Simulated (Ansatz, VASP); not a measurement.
# One calculation of CdS, two programs

```
Cd S
1.0
     4.20461    0.00000    0.00000
    -2.10231    3.64130    0.00000
     0.00000    0.00000    6.82565
Cd S
2 2
Direct
  0.33333 0.66667 0.00000
  0.66667 0.33333 0.50000
  0.33333 0.66667 0.37500
  0.66667 0.33333 0.87500
```

Alike in both runs: task relaxation of cell and atoms; functional LDA; k mesh 7 × 7 × 4; occupations fermi-dirac, width 0.02 eV; no spin polarisation.

```csv
,VASP,Ansatz
version,VASP 6.6.1,Ansatz 0.2.0
potentials or method,"VASP PAW LDA potentials, release 64 (Cd, S), cutoff 600 eV","all-electron LAPW, scalar-relativistic"
```

VASP gave:

| Item | Value |
| --- | --- |
| relaxed volume (Å³/atom) | 24.04 |
| relaxed length of the cell vector where the two differ most in proportion (Å) | 6.657 |

Q: Estimate Ansatz's values.

A: Relaxed volume (Å³/atom): 23.86; relaxed length of the cell vector where the two differ most in proportion (Å): 6.639.

LDA's correlation is that of Perdew and Zunger in VASP and of Perdew and Wang (1992) in Ansatz. Ansatz ran all-electron here, and VASP with PAW potentials.
